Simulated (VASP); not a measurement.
## LiTe6Ru: single point with PBE

LiTe6Ru:

```
Li Ru Te
1.0
     7.26710   -0.43103   -1.20406
    -0.08202    6.26164   -0.41024
    -0.29551   -1.46352    6.19331
Li Ru Te
1 1 6
Direct
  0.46161 0.42369 0.42806
  0.05049 0.40127 0.35095
  0.48831 0.93641 0.45604
  0.76538 0.36017 0.87083
  0.44893 0.02002 0.95659
  0.86261 0.85525 0.26045
  0.95720 0.82787 0.76661
  0.30440 0.50455 0.96937
```

```
Program             : VASP 6.6.1
Task                : single point
Functional          : PBE
Potentials or basis : VASP PAW PBE potentials, release 64 (Li_sv, Ru_pv, Te)
Cutoff              : 520 eV
k mesh              : 2 × 3 × 3
Occupations         : fermi-dirac, width 0.05 eV
Spin                : no spin polarisation
```

```
Largest force          : 1.332 eV/Å
Band gap on the k mesh : zero (an odd number of electrons rules out a gap without spin polarisation)
```

Forces in eV/Å, atoms in the order of the input:
```
Li  -0.113  0.012  0.032
Ru  -0.777  0.951 -0.515
Te   0.188 -0.118  0.399
Te   0.272 -0.468  0.791
Te  -0.019  0.478 -0.364
Te   0.550  0.197  0.237
Te   0.445 -0.715 -0.594
Te  -0.546 -0.338  0.013
```

Levels at points of the mesh, in eV from the Fermi level:
```csv
k point,band 23,band 24,band 25,band 26,band 27,band 28,band 29,band 30
"(0.00, 0.00, 0.00)",-0.49,-0.37,-0.01,0.03,0.36,0.41,0.57,0.68
"(0.50, 0.00, 0.00)",-0.56,-0.44,-0.38,-0.29,0.16,0.21,0.42,0.77
```

Run time: 110 s on 1 thread of AMD EPYC 7R43 64-Core Processor (Zen 3) (shared host), peak memory 0.34 GiB.

Caveat: the k points lie up to 0.44 Å⁻¹ apart, too coarse for converged energies and pressures of a metal; spin-orbit coupling is left out, which moves the levels of the heavy elements.
